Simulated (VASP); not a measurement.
# Li2H (P1) in VASP: density of states with PBE

Aim: the density of states of Li2H with PBE.

Program: VASP 6.6.1. These are calculated values, not measurements. Logs are shortened: lines on timing, memory, paths and dates and some standing lists are left out, and cuts for length are marked.

## (1) The cell of the first run

The typed cell holds 3 atoms: a = 2.809 Å, b = 2.810 Å, c = 5.362 Å, α = 105.10°, β = 90.02°, γ = 119.99°.

## (2) Density of states, PBE

The input, POSCAR:

```
Li2H
1.0
    2.8093373000     -0.0006432896      0.0093607209
   -1.4037457420      2.4339413748     -0.0452194522
   -0.0195147206     -1.5283359822      5.1396676639
Li H
2 1
Direct
    0.0811568891      0.1621938086      0.2442836713
    0.9187079570      0.8375370739      0.7551619991
    0.6668018205      0.3336024508      0.0005543296
```

The input, INCAR.step1:

```
ALGO = Normal
EDIFF = 1E-7
ENCUT = 520
GGA = PE
ISIF = 2
ISMEAR = 0
LASPH = True
LCHARG = True
LREAL = False
LWAVE = False
NBANDS = 10
NELM = 100
PREC = Accurate
SIGMA = 0.1
```

The input, KPOINTS.step1:

```
k-points
0
Gamma
  20 20 10
```

The input, INCAR.step2:

```
ALGO = Normal
EDIFF = 1E-7
ENCUT = 520
GGA = PE
ICHARG = 11
ISIF = 2
ISMEAR = -5
LASPH = True
LCHARG = False
LORBIT = 10
LREAL = False
LWAVE = False
NBANDS = 10
NEDOS = 1001
NELM = 100
PREC = Accurate
SIGMA = 0.1
```

The input, KPOINTS.step2:

```
k-points
0
Gamma
  30 30 15
```

Potentials or basis: VASP PAW PBE potentials, release 64 (Li_sv, H).

The run is started by

```bash
$ cat potpaw_PBE.64/Li_sv/POTCAR potpaw_PBE.64/H/POTCAR > POTCAR
$ cp INCAR.step1 INCAR
$ cp KPOINTS.step1 KPOINTS
$ mpirun -np 1 vasp_std > vasp.out
$ cp INCAR.step2 INCAR
$ cp KPOINTS.step2 KPOINTS
$ mpirun -np 1 vasp_std > vasp.out
```

OUTCAR:

```text
EDIFF = 1E-7
   ENCUT = 520
   GGA = PE
   ICHARG = 11
   ISIF = 2
   ISMEAR = -5
   LASPH = True
   LORBIT = 10
   LREAL = False
   NELM = 100
   PREC = Accurate

 ion  position               nearest neighbor table
   1  0.081  0.162  0.244-   2 2.50
   2  0.919  0.838  0.755-   1 2.50
   3  0.667  0.334  0.001-

  LATTYP: Found a triclinic cell.
 ALAT       =     2.8103225879
 B/A-ratio  =     0.9996549794
 C/A-ratio  =     1.9080101952
 COS(alpha) =     0.0003803264
 COS(beta)  =     0.2608368715
 COS(gamma) =     0.4999095349

  Lattice vectors:

 A1 = (   1.4055915580,   2.4332980852,  -0.0358587313)
 A2 = (   2.8093373000,  -0.0006432896,   0.0093607209)
 A3 = (   0.0195147206,   1.5283359822,  -5.1396676639)

Analysis of symmetry for initial positions (statically):
=====================================================================
 Subroutine PRICEL returns:
 Original cell was already a primitive cell.

 Routine SETGRP: Setting up the symmetry group for a
 triclinic supercell.

 Subroutine GETGRP returns: Found  1 space group operations
 (whereof  1 operations were pure point group operations)
 out of a pool of  2 trial point group operations.

The static configuration has the point symmetry C_1 .

Analysis of symmetry for dynamics (positions and initial velocities):
=====================================================================
 Subroutine PRICEL returns:
 Original cell was already a primitive cell.

 Routine SETGRP: Setting up the symmetry group for a
 triclinic supercell.

 Subroutine GETGRP returns: Found  1 space group operations
 (whereof  1 operations were pure point group operations)
 out of a pool of  2 trial point group operations.

The dynamic configuration has the point symmetry C_1 .

 Subroutine INISYM returns: Found  1 space group operations
 (whereof  1 operations are pure point group operations),
 and found     1 'primitive' translations

----------------------------------------------------------------------------------------

                                     Primitive cell

  volume of cell :      34.9656

  direct lattice vectors                    reciprocal lattice vectors
     2.809337300 -0.000643290  0.009360721     0.355794118  0.206365058  0.062715799
    -1.403745742  2.433941375 -0.045219452    -0.000314596  0.412956186  0.122795811
    -0.019514721 -1.528335982  5.139667664    -0.000650765  0.003257395  0.195531260

  length of vectors
     2.809352969  2.810092084  5.362124149     0.416064013  0.430826788  0.195559474

  position of ions in fractional coordinates (direct lattice)
     0.081156889  0.162193809  0.244283671
     0.918707957  0.837537074  0.755161999
     0.666801820  0.333602451  0.000554330

  ion indices of the primitive-cell ions
   primitive index   ion index
                 1           1
                 2           2
                 3           3

----------------------------------------------------------------------------------------

 KPOINTS: k-points

Automatic generation of k-mesh.
 Grid dimensions read from file:
 generate k-points for:   30   30   15

 Generating k-lattice:

  Cartesian coordinates                     Fractional coordinates (reciprocal lattice)
     0.011859804  0.006878835  0.002090527     0.033333333  0.000000000  0.000000000
    -0.000010487  0.013765206  0.004093194     0.000000000  0.033333333  0.000000000
    -0.000043384  0.000217160  0.013035417    -0.000000000  0.000000000  0.066666667

  Length of vectors
     0.013868800  0.014360893  0.013037298

  Shift w.r.t. Gamma in fractional coordinates (k-lattice)
     0.000000000  0.000000000  0.000000000

 TETIRR: Found  40500 inequivalent tetrahedra from    81000

 Subroutine IBZKPT returns following result:
 ===========================================

 Found   6752 irreducible k-points:

 Following reciprocal coordinates:
            Coordinates               Weight
  0.000000  0.000000  0.000000      1.000000
  0.033333 -0.000000 -0.000000      2.000000
  0.066667  0.000000 -0.000000      2.000000
  0.100000  0.000000 -0.000000      2.000000
  0.133333  0.000000 -0.000000      2.000000
  0.166667  0.000000 -0.000000      2.000000
[... 16 lines left out ...]
  0.200000  0.033333 -0.000000      2.000000
  0.233333  0.033333 -0.000000      2.000000
 [... further k-points ...]
   k-points           NKPTS =   6752   k-points in BZ     NKDIM =   6752   number of bands    NBANDS=     10
   number of dos      NEDOS =   1001   number of ions     NIONS =      3
   total plane-waves  NPLWV =  23040
   dimension x,y,z NGX =    24 NGY =   24 NGZ =   40
   dimension x,y,z NGXF=    48 NGYF=   48 NGZF=   80
   ions per type =               2   1
   NGX,Y,Z   is equivalent  to a cutoff of  14.20, 14.20, 12.40 a.u.
   NGXF,Y,Z  is equivalent  to a cutoff of  28.40, 28.40, 24.80 a.u.
 SYSTEM =  unknown system
   PREC   = accura    normal or accurate (medium, high low for compatibility)
   ISTART =      0    job   : 0-new  1-cont  2-samecut
   ICHARG =     11    charge: 1-file 2-atom 10-const
   ISPIN  =      1    spin polarized calculation?
   LNONCOLLINEAR =      F non collinear calculations
   LSORBIT =      F    spin-orbit coupling
   LASPH  =      T    aspherical Exc in radial PAW
   ENCUT  =  520.0 eV  38.22 Ry    6.18 a.u.   5.22  5.22  9.97*2*pi/ulx,y,z
   NELM   =    100;   NELMIN=  2; NELMDL=  0     # of ELM steps
   EDIFF  = 0.1E-06   stopping-criterion for ELM
   LREAL  =      F    real-space projection
   EDIFFG = 0.1E-05   stopping-criterion for IOM
   NSW    =      0    number of steps for IOM
   IBRION =     -1    ionic relax: 0-MD 1-quasi-New 2-CG
   NFREE  =      0    steps in history (QN), initial steepest desc. (CG)
   ISIF   =      2    stress and relaxation
   ISYM   =      2    0-nonsym 1-usesym 2-fastsym
   POTIM  = 0.5000    time-step for ionic-motion
   TEBEG  =    0.0;   TEEND  =   0.0 temperature during run
   PSTRESS=    0.0 pullay stress
   NELECT =       7.0000    total number of electrons
   NUPDOWN=      -1.0000    fix difference up-down
   EMIN   =  10.00;   EMAX   =-10.00  energy-range for DOS
   EFERMI =   0.00;   METHOD = LEGACY
   ISMEAR =    -5;   SIGMA  =   0.10  broadening in eV -4-tet -1-fermi 0-gaus
   EFERMI_NEDOS =   21; number of points for ismear=-14 and -15
   IALGO  =     38    algorithm
   IMIX   =      4    mixing-type and parameters
     AMIX     =   0.40;   BMIX     =  1.00
     AMIX_MAG =   1.60;   BMIX_MAG =  1.00
  volume/ion in A,a.u.               =      11.66        78.65
  Fermi-wavevector in a.u.,A,eV,Ry     =   0.957695  1.809782 12.478996  0.917180
  Thomas-Fermi vector in A             =   2.086736
   LORBIT       =     10    0 simple, 1 ext, 2 COOP (PROOUT), +10 PAW based schemes
   GGA     = PE    functional components
   LHFCALC =     F    Hartree Fock is set to
   AEXX    =    0.0000 exact exchange contribution
   IVDW    =     0    specifies the selected vdW correction
   LEPSILON=     F    determine dielectric tensor
   LRPA    =     F    only Hartree local field effects (RPA)
 non-spin polarized calculation
 Fermi weights with tetrahedron method with Bloechl corrections
  energy-cutoff  :      520.00
  volume of cell :       34.97
 maximum number of plane-waves:       957
 NGX is ok and might be reduce to    24

 number of electron       7.0000000 magnetization

 Free energy of the ion-electron system (eV)
  ---------------------------------------------------
  ext. energy  EPLUGINS =         0.00000000
  ---------------------------------------------------
  free energy    TOTEN  =        -7.78664258 eV

  energy without entropy =       -7.78664258  energy(sigma->0) =       -7.78664258

 E-fermi :   1.8980     XC(G=0):  -7.8355

 val. band max:        1.9143433882   @ k =   0.1333  -0.3667   0.2000
 cond. band min:       1.8887868965   @ k =   0.1000   0.3333   0.0667
 fundamental gap:     -0.0255564917
 Fermi energy:         1.8979633076

 k-point     1 :       0.0000    0.0000    0.0000
  band No.  band energies     occupation
      1     -45.0377      2.00000
      2     -45.0009      2.00000
      3      -5.2794      2.00000
      4      -0.3400      2.00000
      5       3.6771      0.00000
      6      13.8385      0.00000
      7      14.7500      0.00000
      8      16.4187      0.00000
      9      16.4205      0.00000
     10      17.7731      0.00000

 k-point     2 :       0.0333   -0.0000   -0.0000
  band No.  band energies     occupation
      1     -45.0373      2.00000
      2     -45.0006      2.00000
      3      -5.2594      2.00000
      4      -0.3164      2.00000
      5       3.6890      0.00000
      6      13.6953      0.00000
      7      14.7613      0.00000
      8      16.0957      0.00000
      9      16.2707      0.00000
     10      17.6881      0.00000

 k-point     3 :       0.0667    0.0000   -0.0000
  band No.  band energies     occupation
      1     -45.0361      2.00000
      2     -44.9997      2.00000
      3      -5.1996      2.00000
      4      -0.2456      2.00000
      5       3.7250      0.00000
      6      13.2563      0.00000
      7      14.7718      0.00000
      8      15.5219      0.00000
      9      15.9043      0.00000
     10      17.3922      0.00000

 k-point     4 :       0.1000    0.0000   -0.0000
  band No.  band energies     occupation
      1     -45.0343      2.00000
      2     -44.9983      2.00000
      3      -5.1007      2.00000
      4      -0.1283      2.00000
      5       3.7848      0.00000
      6      12.5348      0.00000
      7      14.6933      0.00000
      8      15.0800      0.00000
      9      15.4443      0.00000
     10      16.8596      0.00000

 k-point     5 :       0.1333    0.0000   -0.0000
  band No.  band energies     occupation
      1     -45.0318      2.00000
      2     -44.9964      2.00000
      3      -4.9632      2.00000
      4       0.0351      2.00000
      5       3.8688      0.00000
      6      11.6247      0.00000
      7      14.3787      0.00000
      8      14.8699      0.00000
      9      14.9625      0.00000
     10      16.2857      0.00000

 k-point     6 :       0.1667    0.0000   -0.0000
  band No.  band energies     occupation
      1     -45.0288      2.00000
      2     -44.9941      2.00000
      3      -4.7883      2.00000
      4       0.2433      2.00000
      5       3.9777      0.00000
      6      10.6334      0.00000
      7      13.8896      0.00000
      8      14.4932      0.00000
      9      14.6284      0.00000
     10      15.8299      0.00000
[... 183 lines left out ...]
 k-point    21 :       0.1333    0.0333   -0.0000
  band No.  band energies     occupation
      1     -45.0300      2.00000
      2     -44.9952      2.00000
      3      -4.8637      2.00000
      4       0.1290      2.00000
      5       3.9744      0.00000
      6      11.0819      0.00000
      7      13.7831      0.00000
      8      14.6860      0.00000
      9      14.9213      0.00000
     10      15.8517      0.00000

 k-point    22 :       0.1667    0.0333   -0.0000
  band No.  band energies     occupation
      1     -45.0268      2.00000
      2     -44.9927      2.00000
      3      -4.6702      2.00000
      4       0.3535      2.00000
      5       4.1052      0.00000
      6      10.0918      0.00000
      7      13.3023      0.00000
      8      14.1642      0.00000
      9      14.5951      0.00000
     10      15.3798      0.00000

 k-point    23 :       0.2000    0.0333   -0.0000
  band No.  band energies     occupation
      1     -45.0233      2.00000
      2     -44.9900      2.00000
      3      -4.4419      2.00000
      4       0.6194      2.00000
      5       4.2583      0.00000
      6       9.1076      0.00000
      7      12.7063      0.00000
      8      13.5383      0.00000
      9      14.3595      0.00000
     10      14.9592      0.00000

 k-point    24 :       0.2333    0.0333   -0.0000
  band No.  band energies     occupation
      1     -45.0196      2.00000
      2     -44.9871      2.00000
      3      -4.1820      2.00000
      4       0.9239      2.00000
      5       4.4278      0.00000
      6       8.1656      0.00000
      7      11.9570      0.00000
      8      13.0581      0.00000
      9      14.0791      0.00000
     10      14.5676      0.00000

 [... further k-points ...]

------------------------ aborting loop because EDIFF is reached ----------------------------------------

  FORCE on cell =-STRESS in cart. coord.  units (eV):
  Direction    XX          YY          ZZ          XY          YZ          ZX
  --------------------------------------------------------------------------------------
  -------------------------------------------------------------------------------------
  Total       -0.0336102     -0.0354140     -0.0233351     -0.0002558     -0.0012499      0.0004165
  in kB       -1.5400734     -1.6227240     -1.0692513     -0.0117214     -0.0572717      0.0190841
  external PRESSURE =      -1.4106829 kB  Pullay stress =       0.0000000 kB

 VOLUME and BASIS-vectors are now :
 -----------------------------------------------------------------------------
  energy-cutoff  :      520.00
  volume of cell :       34.97
      direct lattice vectors                 reciprocal lattice vectors
     2.809337300 -0.000643290  0.009360721     0.355794118  0.206365058  0.062715799
    -1.403745742  2.433941375 -0.045219452    -0.000314596  0.412956186  0.122795811
    -0.019514721 -1.528335982  5.139667664    -0.000650765  0.003257395  0.195531260

 POSITION                                       TOTAL-FORCE (eV/Angst)
 -----------------------------------------------------------------------------------
     -0.00445      0.02137      1.24896         0.000019      0.000020     -0.003489
      1.39053      0.88378      3.85201         0.000021     -0.000645      0.003074
      1.40497      0.81069     -0.00599        -0.000039      0.000625      0.000414
 -----------------------------------------------------------------------------------
    total drift:                               -0.000008     -0.000011     -0.000169

  FREE ENERGIE OF THE ION-ELECTRON SYSTEM (eV)
  ---------------------------------------------------
  free  energy   TOTEN  =        -7.7866425827 eV

  energy  without entropy=       -7.7866425827  energy(sigma->0) =       -7.78664258

 total charge

# of ion       s       p       d       tot
------------------------------------------
    1        2.027   0.055   0.000   2.082
    2        2.027   0.055   0.000   2.082
    3        0.524   0.002   0.000   0.527
--------------------------------------------------
tot          4.579   0.112   0.000   4.691
```

It took 19 min on 1 thread of Intel Xeon Platinum 8259CL at 2.50GHz (Skylake/Cascade Lake), shared host; peak memory 1.9 GiB.

What came out:

```yaml
Valence_electrons_inside_the_program's_atomic_spheres: Li 2.08; H 0.53
```

Caveat: the cutoff is under 1.25 times the usual one of these potentials, so pressure, stress and relaxed cells hold a basis-set (Pulay) error; tetrahedron occupations give inexact forces and stress in metals.
